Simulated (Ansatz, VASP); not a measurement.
SbMo: VASP beside Ansatz

INCAR

```
SYSTEM = SbMo
PREC     = Accurate       ! precision mode
ENCUT    = 520            ! plane-wave cutoff, eV
EDIFF    = 1E-6           ! SCF threshold, eV
ISMEAR   = -1             ! smearing method
SIGMA    = 0.1            ! smearing width, eV
LREAL    = .False.        ! projectors in reciprocal space
LASPH    = .True.         ! aspherical terms in the spheres
NELM     = 80             ! most SCF steps
ALGO     = Normal         ! electronic algorithm
ISIF     = 2              ! what is computed and relaxed
LWAVE    = .False.        ! write WAVECAR
LCHARG   = .False.        ! write CHGCAR
NBANDS   = 16             ! bands
```

Contents of KPOINTS:

```
Automatic mesh
0
Gamma
  13 13 13
  0 0 0
```

POSCAR

```
SbMo
1.0
    0.0000000000      2.2847616820      2.2847616820
    2.2847616820      0.0000000000      2.2847616820
    2.2847616820      2.2847616820      0.0000000000
Mo Sb
1 1
Direct
    0.0000000000      0.0000000000      0.0000000000
    0.5000000000      0.5000000000      0.5000000000
```

Input for Ansatz:

```yaml
crystal:
  lattice:
    - [0.0, 2.284761682, 2.284761682]
    - [2.284761682, 0.0, 2.284761682]
    - [2.284761682, 2.284761682, 0.0]
  atoms:
    - { symbol: Mo, position: [0.0, 0.0, 0.0] }
    - { symbol: Sb, position: [0.5, 0.5, 0.5] }
kpoints:
  mp_grid: { grid: [13, 13, 13] }
scf:
  occupations: { method: fermi_dirac, width: 0.1 }
hamiltonian:
  xc: lda
  pseudopotentials: { kind: all_electron, lapw: { basis_error: 0.001 } }
output:
  forces: true
  stress: true
  eigenvalues: true
  populations: true
```

Change from the starting cell: volume scaled by 0.6, LAPW.

Alike in both runs: task single point; functional LDA; k mesh 13 × 13 × 13; occupations fermi-dirac, width 0.1 eV; no spin polarisation.

|  | VASP | Ansatz |
| --- | --- | --- |
| version | VASP 6.6.1 | Ansatz 0.2.0 |
| potentials or method | VASP PAW LDA potentials, release 64 (Mo_sv, Sb), cutoff 520 eV | all-electron LAPW, scalar-relativistic |

Ansatz gave:

* pressure (GPa): 229.6

Task: Which values does VASP return?

Result: Pressure (GPa): 230.3.

LDA's correlation is that of Perdew and Zunger in VASP and of Perdew and Wang (1992) in Ansatz. Both programs put the cell under a high pressure, so it lies far from rest at this level. Ansatz ran all-electron here, and VASP with PAW potentials.

Spin-orbit coupling is off throughout. Noted on VASP's run: the cell as given lies far from equilibrium.
